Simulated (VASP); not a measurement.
Set up this calculation in VASP 6.6.1, as the native input.

* Task: single point
* Functional: r2SCAN
* Potentials or basis: VASP PAW PBE potentials, release 64 (Hf_pv, O)
* Cutoff: 520 eV
* k mesh: 8 × 8 × 8
* Occupations: gaussian, width 0.05 eV
* Spin: no spin polarisation
* Dipole correction: no
* Further INCAR settings: ALGO = Normal; EDIFF = 1e-06; NBANDS = 18

HfO2:

```
Hf O
1.0
     0.00000    2.55750    2.55750
     2.55750    0.00000    2.55750
     2.55750    2.55750    0.00000
Hf O
1 2
Direct
  0.00000 0.00000 0.00000
  0.27963 0.27963 0.27963
  0.72037 0.72037 0.72037
```

This cell differs from its parent crystal: atoms displaced along a vibrational mode.

One way to write it, as run:

POSCAR

```
HfO2
1.0
    0.0000000000      2.5575000000      2.5575000000
    2.5575000000      0.0000000000      2.5575000000
    2.5575000000      2.5575000000      0.0000000000
Hf O
1 2
Direct
    0.0000000000      0.0000000000      0.0000000000
    0.2796294126      0.2796294126      0.2796294126
    0.7203705874      0.7203705874      0.7203705874
```

INCAR.step1

```
SYSTEM = HfO2
ALGO = Normal
EDIFF = 1E-4
ENCUT = 520
GGA = PE
ISMEAR = 0
LASPH = .True.
LCHARG = .False.
LREAL = .False.
LWAVE = .True.
NBANDS = 18
NELM = 80
PREC = Accurate
SIGMA = 0.05
```

INCAR.step2

```
SYSTEM = HfO2
ALGO = Normal
EDIFF = 1E-6
ENCUT = 520
ISIF = 2
ISMEAR = 0
ISTART = 1
LASPH = .True.
LCHARG = .False.
LMIXTAU = .True.
LREAL = .False.
LWAVE = .False.
METAGGA = R2SCAN
NBANDS = 18
NELM = 80
PREC = Accurate
SIGMA = 0.05
```

KPOINTS

```
k-points
0
Gamma
  8 8 8
  0 0 0
```

Potentials or basis: VASP PAW PBE potentials, release 64 (Hf_pv, O).

Launch:

```console
$ cat potpaw_PBE.64/Hf_pv/POTCAR potpaw_PBE.64/O/POTCAR > POTCAR
$ cp INCAR.step1 INCAR
$ mpirun -np 1 vasp_std > vasp.out
$ cp INCAR.step2 INCAR
$ mpirun -np 1 vasp_std > vasp.out
```

It gave:

```json
{"Pressure": "-0.9 GPa", "Largest force": "3.540 eV/Å", "Band gap on the k mesh": "3.93 eV (least direct gap 4.37 eV)"}
```

Caveat: the cell differs from its parent crystal (atoms displaced along a vibrational mode); the PAW data sets were made with another functional, which shifts forces and pressure a little; spin-orbit coupling is left out, which moves the levels of the heavy elements.

It took 2.2 min on 1 thread of AMD EPYC 9R45 96-Core Processor (Zen 5), with other jobs on the host, peak memory 0.16 GiB.
